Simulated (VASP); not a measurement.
# Bi (P6/mmm) in VASP: a series of runs

Bi is run at these levels: PBEsol; tasks: single point.

Everything below comes from runs of VASP 6.6.1. Logs are shortened: lines on timing, memory, paths and dates and some standing lists are left out, and cuts for length are marked.

**1. The cell of the first run**

Symmetry: P6/mmm, No. 191, hexagonal system. Conventional cell: a = 5.701 Å, b = 5.701 Å, c = 3.367 Å, α = 90.00°, β = 90.00°, γ = 120.00°. Bi (site symmetry 6/mmm) has 14 Bi at 3.37 to 3.70 Å within 4.4 Å. Bi (site symmetry -6m2) has 11 Bi at 3.29 to 3.70 Å within 4.3 Å.

This isn't the form of Bi at room conditions, which is rhombohedral.

**2. Single point, PBEsol (31.59 Å³/atom)**

File INCAR:

```
  ALGO = Normal
  EDIFF = 1E-6
  ENCUT = 520
  GGA = PS
  ISIF = 2
  ISMEAR = -1
  LASPH = T
  LCHARG = T
  LELF = T
  LREAL = F
  LVHAR = T
  LWAVE = F
  NBANDS = 30
  NELM = 60
  PREC = Accurate
  SIGMA = 0.1
```

File KPOINTS:

```
k-points
0
Gamma
  7 7 11
```

File POSCAR:

```
Bi
1.0
    5.7011020455      0.0000000000      0.0000000000
   -2.8505510228      4.9372992009      0.0000000000
    0.0000000000      0.0000000000      3.3670702829
Bi
3
Direct
    0.0000000000      1.0000000000      0.0000000000
    0.3333333333      0.6666666667      0.5000000000
    0.6666666667      0.3333333333      0.5000000000
```

Potentials or basis: VASP PAW PBE potentials, release 64 (Bi_d).

Run with:

```
> cat potpaw_PBE.64/Bi_d/POTCAR > POTCAR
> mpirun -np 1 vasp_std > vasp.out
```

OUTCAR:

```text
EDIFF = 1E-6
   ENCUT = 520
   GGA = PS
   ISIF = 2
   ISMEAR = -1
   LASPH = T
   LREAL = F
   NELM = 60
   PREC = Accurate

 ion  position               nearest neighbor table
   1  0.000  0.000  0.000-   2 3.70   3 3.70   2 3.70   3 3.70   2 3.70   2 3.70   3 3.70   3 3.70
                             3 3.70   3 3.70   2 3.70   2 3.70
   2  0.333  0.667  0.500-   3 3.29   3 3.29   3 3.29   1 3.70   1 3.70   1 3.70   1 3.70   1 3.70
                             1 3.70
   3  0.667  0.333  0.500-   2 3.29   2 3.29   2 3.29   1 3.70   1 3.70   1 3.70   1 3.70   1 3.70
                             1 3.70

  LATTYP: Found a hexagonal cell.
 ALAT       =     5.7011020455
 C/A-ratio  =     0.5905998974

  Lattice vectors:

 A1 = (   5.7011020455,   0.0000000000,   0.0000000000)
 A2 = (  -2.8505510228,   4.9372992009,   0.0000000000)
 A3 = (   0.0000000000,   0.0000000000,   3.3670702829)

Analysis of symmetry for initial positions (statically):
=====================================================================
 Subroutine PRICEL returns:
 Original cell was already a primitive cell.

 Routine SETGRP: Setting up the symmetry group for a
 hexagonal supercell.

 Subroutine GETGRP returns: Found 24 space group operations
 (whereof 24 operations were pure point group operations)
 out of a pool of 24 trial point group operations.

The static configuration has the point symmetry D_6h.

Analysis of symmetry for dynamics (positions and initial velocities):
=====================================================================
 Subroutine PRICEL returns:
 Original cell was already a primitive cell.

 Routine SETGRP: Setting up the symmetry group for a
 hexagonal supercell.

 Subroutine GETGRP returns: Found 24 space group operations
 (whereof 24 operations were pure point group operations)
 out of a pool of 24 trial point group operations.

The dynamic configuration has the point symmetry D_6h.

 Subroutine INISYM returns: Found 24 space group operations
 (whereof 24 operations are pure point group operations),
 and found     1 'primitive' translations

----------------------------------------------------------------------------------------

                                     Primitive cell

  volume of cell :      94.7765

  direct lattice vectors                    reciprocal lattice vectors
     5.701102045  0.000000000  0.000000000     0.175404684  0.101269941  0.000000000
    -2.850551023  4.937299201  0.000000000     0.000000000  0.202539882  0.000000000
     0.000000000  0.000000000  3.367070283     0.000000000  0.000000000  0.296994098

  length of vectors
     5.701102045  5.701102045  3.367070283     0.202539882  0.202539882  0.296994098

  position of ions in fractional coordinates (direct lattice)
     0.000000000  0.000000000  0.000000000
     0.333333333  0.666666667  0.500000000
     0.666666667  0.333333333  0.500000000

  ion indices of the primitive-cell ions
   primitive index   ion index
                 1           1
                 2           2
                 3           3

----------------------------------------------------------------------------------------

 KPOINTS: k-points

Automatic generation of k-mesh.
 Grid dimensions read from file:
 generate k-points for:    7    7   11

 Generating k-lattice:

  Cartesian coordinates                     Fractional coordinates (reciprocal lattice)
     0.025057812  0.014467134  0.000000000     0.142857143  0.000000000  0.000000000
     0.000000000  0.028934269  0.000000000     0.000000000  0.142857143  0.000000000
     0.000000000  0.000000000  0.026999463     0.000000000  0.000000000  0.090909091

  Length of vectors
     0.028934269  0.028934269  0.026999463

  Shift w.r.t. Gamma in fractional coordinates (k-lattice)
     0.000000000  0.000000000  0.000000000

 Subroutine IBZKPT returns following result:
 ===========================================

 Found     48 irreducible k-points:

 Following reciprocal coordinates:
            Coordinates               Weight
  0.000000  0.000000  0.000000      1.000000
  0.142857  0.000000  0.000000      6.000000
  0.285714  0.000000  0.000000      6.000000
  0.428571  0.000000  0.000000      6.000000
  0.142857  0.142857  0.000000      6.000000
  0.285714  0.142857  0.000000     12.000000
[... 16 lines left out ...]
  0.428571  0.142857  0.181818     12.000000
  0.285714  0.285714  0.181818     12.000000
 [... further k-points ...]
   k-points           NKPTS =     48   k-points in BZ     NKDIM =     48   number of bands    NBANDS=     30
   number of dos      NEDOS =    301   number of ions     NIONS =      3
   total plane-waves  NPLWV =  49392
   dimension x,y,z NGX =    42 NGY =   42 NGZ =   28
   dimension x,y,z NGXF=    84 NGYF=   84 NGZF=   56
   ions per type =               3
   NGX,Y,Z   is equivalent  to a cutoff of  12.25, 12.25, 13.82 a.u.
   NGXF,Y,Z  is equivalent  to a cutoff of  24.49, 24.49, 27.65 a.u.
 SYSTEM =  unknown system
   PREC   = accura    normal or accurate (medium, high low for compatibility)
   ISTART =      0    job   : 0-new  1-cont  2-samecut
   ICHARG =      2    charge: 1-file 2-atom 10-const
   ISPIN  =      1    spin polarized calculation?
   LNONCOLLINEAR =      F non collinear calculations
   LSORBIT =      F    spin-orbit coupling
   LASPH  =      T    aspherical Exc in radial PAW
   ENCUT  =  520.0 eV  38.22 Ry    6.18 a.u.  10.60 10.60  6.26*2*pi/ulx,y,z
   NELM   =     60;   NELMIN=  2; NELMDL= -5     # of ELM steps
   EDIFF  = 0.1E-05   stopping-criterion for ELM
   LREAL  =      F    real-space projection
   EDIFFG = 0.1E-04   stopping-criterion for IOM
   NSW    =      0    number of steps for IOM
   IBRION =     -1    ionic relax: 0-MD 1-quasi-New 2-CG
   NFREE  =      0    steps in history (QN), initial steepest desc. (CG)
   ISIF   =      2    stress and relaxation
   ISYM   =      2    0-nonsym 1-usesym 2-fastsym
   POTIM  = 0.5000    time-step for ionic-motion
   TEBEG  =    0.0;   TEEND  =   0.0 temperature during run
   PSTRESS=    0.0 pullay stress
   NELECT =      45.0000    total number of electrons
   NUPDOWN=      -1.0000    fix difference up-down
   EMIN   =  10.00;   EMAX   =-10.00  energy-range for DOS
   EFERMI =   0.00;   METHOD = LEGACY
   ISMEAR =    -1;   SIGMA  =   0.10  broadening in eV -4-tet -1-fermi 0-gaus
   EFERMI_NEDOS =   21; number of points for ismear=-14 and -15
   IALGO  =     38    algorithm
   IMIX   =      4    mixing-type and parameters
     AMIX     =   0.40;   BMIX     =  1.00
     AMIX_MAG =   1.60;   BMIX_MAG =  1.00
  volume/ion in A,a.u.               =      31.59       213.19
  Fermi-wavevector in a.u.,A,eV,Ry     =   1.277161  2.413484 22.192997  1.631139
  Thomas-Fermi vector in A             =   2.409776
   LORBIT       =      0    0 simple, 1 ext, 2 COOP (PROOUT), +10 PAW based schemes
   GGA     = PS    functional components
   LHFCALC =     F    Hartree Fock is set to
   AEXX    =    0.0000 exact exchange contribution
   IVDW    =     0    specifies the selected vdW correction
   LEPSILON=     F    determine dielectric tensor
   LRPA    =     F    only Hartree local field effects (RPA)
 non-spin polarized calculation
  energy-cutoff  :      520.00
  volume of cell :       94.78
 maximum number of plane-waves:      2581
   NGX = 21   NGY = 21   NGZ = 13

 number of electron      45.0000000 magnetization

 Free energy of the ion-electron system (eV)
  ---------------------------------------------------
  ext. energy  EPLUGINS =         0.00000000
  ---------------------------------------------------
  free energy    TOTEN  =       -12.60668140 eV

  energy without entropy =      -12.53041067  energy(sigma->0) =      -12.56854604

 E-fermi :   7.5534     XC(G=0): -10.3588

 val. band max:        7.5182808006   @ k =   0.2857   0.1429   0.0000
 cond. band min:       7.5598188661   @ k =   0.2857   0.0000   0.2727
 fundamental gap:      0.0415380655
 Fermi energy:         7.5533653535

 k-point     1 :       0.0000    0.0000    0.0000
  band No.  band energies     occupation
      1     -15.4690      2.00000
      2     -15.3923      2.00000
      3     -15.3644      2.00000
      4     -15.3591      2.00000
      5     -15.3591      2.00000
      6     -15.2896      2.00000
[... 22 lines left out ...]
     29      16.4211      0.00000
     30      17.7866      0.00000

 k-point     2 :       0.1429    0.0000    0.0000
  band No.  band energies     occupation
      1     -15.4665      2.00000
      2     -15.3930      2.00000
      3     -15.3860      2.00000
      4     -15.3680      2.00000
      5     -15.3423      2.00000
      6     -15.2979      2.00000
[... 22 lines left out ...]
     29      16.8442      0.00000
     30      16.8578      0.00000

 k-point     3 :       0.2857    0.0000    0.0000
  band No.  band energies     occupation
      1     -15.4596      2.00000
      2     -15.4119      2.00000
      3     -15.3947      2.00000
      4     -15.3850      2.00000
      5     -15.3384      2.00000
      6     -15.3075      2.00000
[... 22 lines left out ...]
     29      15.4698      0.00000
     30      16.1860      0.00000

 k-point     4 :       0.4286    0.0000    0.0000
  band No.  band energies     occupation
      1     -15.4494      2.00000
      2     -15.4339      2.00000
      3     -15.3964      2.00000
      4     -15.3962      2.00000
      5     -15.3425      2.00000
      6     -15.3129      2.00000
[... 22 lines left out ...]
     29      14.5143      0.00000
     30      15.4205      0.00000

 k-point     5 :       0.1429    0.1429    0.0000
  band No.  band energies     occupation
      1     -15.4618      2.00000
      2     -15.4036      2.00000
      3     -15.3942      2.00000
      4     -15.3840      2.00000
      5     -15.3335      2.00000
      6     -15.3055      2.00000
[... 22 lines left out ...]
     29      15.7409      0.00000
     30      16.2160      0.00000
[... 526 lines left out ...]
     29      15.2150      0.00000
     30      16.2667      0.00000

 k-point    22 :       0.2857    0.1429    0.1818
  band No.  band energies     occupation
      1     -15.4128      2.00000
      2     -15.3939      2.00000
      3     -15.3909      2.00000
      4     -15.3429      2.00000
      5     -15.3255      2.00000
      6     -15.3135      2.00000
[... 22 lines left out ...]
     29      15.1070      0.00000
     30      15.9078      0.00000

 k-point    23 :       0.4286    0.1429    0.1818
  band No.  band energies     occupation
      1     -15.4148      2.00000
      2     -15.3984      2.00000
      3     -15.3944      2.00000
      4     -15.3439      2.00000
      5     -15.3242      2.00000
      6     -15.3073      2.00000
[... 22 lines left out ...]
     29      14.2910      0.00000
     30      16.2017      0.00000

 k-point    24 :       0.2857    0.2857    0.1818
  band No.  band energies     occupation
      1     -15.4166      2.00000
      2     -15.3962      2.00000
      3     -15.3962      2.00000
      4     -15.3457      2.00000
      5     -15.3131      2.00000
      6     -15.3117      2.00000
[... 22 lines left out ...]
     29      14.8540      0.00000
     30      14.9292      0.00000

 [... further k-points ...]

------------------------ aborting loop because EDIFF is reached ----------------------------------------

  FORCE on cell =-STRESS in cart. coord.  units (eV):
  Direction    XX          YY          ZZ          XY          YZ          ZX
  --------------------------------------------------------------------------------------
  -------------------------------------------------------------------------------------
  Total       -1.3322082     -1.3322082     -0.8976139      0.0000000      0.0000000     -0.0000000
  in kB      -22.5207185    -22.5207185    -15.1739873      0.0000000      0.0000000     -0.0000000
  external PRESSURE =     -20.0718081 kB  Pullay stress =       0.0000000 kB

 VOLUME and BASIS-vectors are now :
 -----------------------------------------------------------------------------
  energy-cutoff  :      520.00
  volume of cell :       94.78
      direct lattice vectors                 reciprocal lattice vectors
     5.701102045  0.000000000  0.000000000     0.175404684  0.101269941  0.000000000
    -2.850551023  4.937299201  0.000000000     0.000000000  0.202539882  0.000000000
     0.000000000  0.000000000  3.367070283     0.000000000  0.000000000  0.296994098

 POSITION                                       TOTAL-FORCE (eV/Angst)
 -----------------------------------------------------------------------------------
      0.00000      0.00000      0.00000         0.000000      0.000000      0.000000
     -0.00000      3.29153      1.68354         0.000000      0.000000      0.000000
      2.85055      1.64577      1.68354        -0.000000      0.000000      0.000000
 -----------------------------------------------------------------------------------
    total drift:                                0.000000      0.000000     -0.000000

  FREE ENERGIE OF THE ION-ELECTRON SYSTEM (eV)
  ---------------------------------------------------
  free  energy   TOTEN  =       -12.6066814046 eV

  energy  without entropy=      -12.5304106700  energy(sigma->0) =      -12.56854604
```

Run time: 38 s. Hardware: 1 thread of Intel Xeon 6975P-C (Granite Rapids), shared host; peak memory 0.26 GiB.

Results:

```yaml
Free_energy: -12.6067 eV
Pressure: -2.0 GPa
Band_gap_on_the_k_mesh: zero (an odd number of electrons rules out a gap without spin polarisation)
```

Stress tensor (GPa, compression positive):
```
-2.25  0.00  0.00
 0.00 -2.25  0.00
 0.00  0.00 -1.52
```

Levels at points of the mesh, in eV from the Fermi level:
```
           k point  band 19  band 20  band 21  band 22  band 23  band 24  band 25  band 26
(0.00, 0.00, 0.00)    -3.44    -3.44    -3.22    -3.22     1.70     4.88     4.88     5.41
```

Caveat: the PAW data sets were made with another functional, which shifts forces and pressure a little; spin-orbit coupling is left out, which moves the levels of the heavy elements.

**3. Single point, PBEsol (32.81 Å³/atom)**

This run uses another cell than the first one, of 32.81 Å³/atom.

File INCAR:

```
ALGO     = Normal         # electronic algorithm
EDIFF    = 1E-6           # SCF threshold, eV
ENCUT    = 520            # plane-wave cutoff, eV
GGA      = PS             # functional
ISIF     = 2              # what is computed and relaxed
ISMEAR   = -1             # smearing method
LASPH    = T              # aspherical terms in the spheres
LCHARG   = F              # write CHGCAR
LREAL    = F              # projectors in reciprocal space
LWAVE    = F              # write WAVECAR
NBANDS   = 30             # bands
NELM     = 100            # most SCF steps
PREC     = Accurate       # precision mode
SIGMA    = 0.1            # smearing width, eV
```

KPOINTS is that of step 2.

File POSCAR:

```
Bi
1.0
    5.7732755560      0.0000000000      0.0000000000
   -2.8866377780      4.9998032945      0.0000000000
    0.0000000000      0.0000000000      3.4096959508
Bi
3
Direct
    0.0000000000      1.0000000000      0.0000000000
    0.3333333333      0.6666666667      0.5000000000
    0.6666666667      0.3333333333      0.5000000000
```

Potentials or basis: VASP PAW PBE potentials, release 64 (Bi_d).

Run with:

```
> cat potpaw_PBE.64/Bi_d/POTCAR > POTCAR
> mpirun -np 1 vasp_std > vasp.out
```

It took 41 s on 1 thread of Intel Xeon 6975P-C (Granite Rapids), shared host; peak memory 0.28 GiB.

It converged, with:

| Quantity | Value |
| --- | --- |
| Free energy | -12.5432 eV |
| Pressure | -3.7 GPa |
| Band gap on the k mesh | zero (an odd number of electrons rules out a gap without spin polarisation) |

Stress tensor (GPa, compression positive):
```
-3.82  0.00  0.00
 0.00 -3.82  0.00
 0.00  0.00 -3.34
```

Levels at points of the mesh, in eV from the Fermi level:
```
           k point  band 18  band 19  band 20  band 21  band 22  band 23  band 24  band 25  band 26  band 27
(0.00, 0.00, 0.00)    -9.98    -3.28    -3.28    -3.06    -3.06     1.65     4.63     4.63     5.13     5.15
```

Caveat: the cell stands under tension; the PAW data sets were made with another functional, which shifts forces and pressure a little; spin-orbit coupling is left out, which moves the levels of the heavy elements.

**4. Single point, PBEsol (34.02 Å³/atom)**

This run uses another cell than the first one, of 34.02 Å³/atom.

File INCAR:

```
SYSTEM = Bi
ALGO     = Normal         ! electronic algorithm
EDIFF    = 1E-7           ! SCF threshold, eV
ENCUT    = 520            ! plane-wave cutoff, eV
GGA      = PS             ! functional
ISIF     = 2              ! what is computed and relaxed
ISMEAR   = -1             ! smearing method
LASPH    = .True.         ! aspherical terms in the spheres
LCHARG   = .False.        ! write CHGCAR
LREAL    = .False.        ! projectors in reciprocal space
LWAVE    = .False.        ! write WAVECAR
NBANDS   = 30             ! bands
NELM     = 60             ! most SCF steps
PREC     = Accurate       ! precision mode
SIGMA    = 0.1            ! smearing width, eV
```

File KPOINTS:

```
k-points
0
Gamma
  7 7 11
  0 0 0
```

File POSCAR:

```
Bi
1.0
    5.8436882949      0.0000000000      0.0000000000
   -2.9218441475      5.0607825152      0.0000000000
    0.0000000000      0.0000000000      3.4512817072
Bi
3
Direct
    0.0000000000      1.0000000000      0.0000000000
    0.3333333333      0.6666666667      0.5000000000
    0.6666666667      0.3333333333      0.5000000000
```

Run with:

```
> cat potpaw_PBE.64/Bi_d/POTCAR > POTCAR
> mpirun -np 1 vasp_std > vasp.out
```

Wall time 54 s (1 thread of Intel Xeon 6975P-C (Granite Rapids), shared host); peak memory 0.29 GiB.

The run converged. Its results:

```
Free energy            : -12.4453 eV
Pressure               : -5.0 GPa
Band gap on the k mesh : zero (an odd number of electrons rules out a gap without spin polarisation)
```

Stress tensor (GPa, compression positive):
```
-5.13  0.00  0.00
 0.00 -5.13  0.00
 0.00  0.00 -4.85
```

Levels at points of the mesh, in eV from the Fermi level:
```csv
k point,band 19,band 20,band 21,band 22,band 23,band 24,band 25,band 26
"(0.00, 0.00, 0.00)",-3.14,-3.14,-2.92,-2.92,1.61,4.40,4.40,4.87
```

Caveat: the cell stands under tension; the PAW data sets were made with another functional, which shifts forces and pressure a little; spin-orbit coupling is left out, which moves the levels of the heavy elements.

**5. Overview**

| cell | gap on the mesh (eV) | pressure (GPa) |
| --- | --- | --- |
| a = 5.701, b = 5.701, c = 3.367 Å, angles 90.0, 90.0, 120.0°, 3 atoms | none | -2.0 |
| a = 5.773, b = 5.773, c = 3.410 Å, angles 90.0, 90.0, 120.0°, 3 atoms | none | -3.7 |
| a = 5.844, b = 5.844, c = 3.451 Å, angles 90.0, 90.0, 120.0°, 3 atoms | none | -5.0 |

Alike in all rows: task single point; level PBEsol; potentials or basis VASP PAW PBE potentials, release 64 (Bi_d); no spin polarisation; k mesh 7 × 7 × 11; cutoff (eV) 520; smearing fermi-dirac 0.1 eV.

Caveats: the PAW data sets were made with another functional, which shifts forces and pressure a little; spin-orbit coupling is left out, which moves the levels of the heavy elements; the cell stands under tension (at least some runs).

Absolute energies hang on the potentials; compare differences alone.
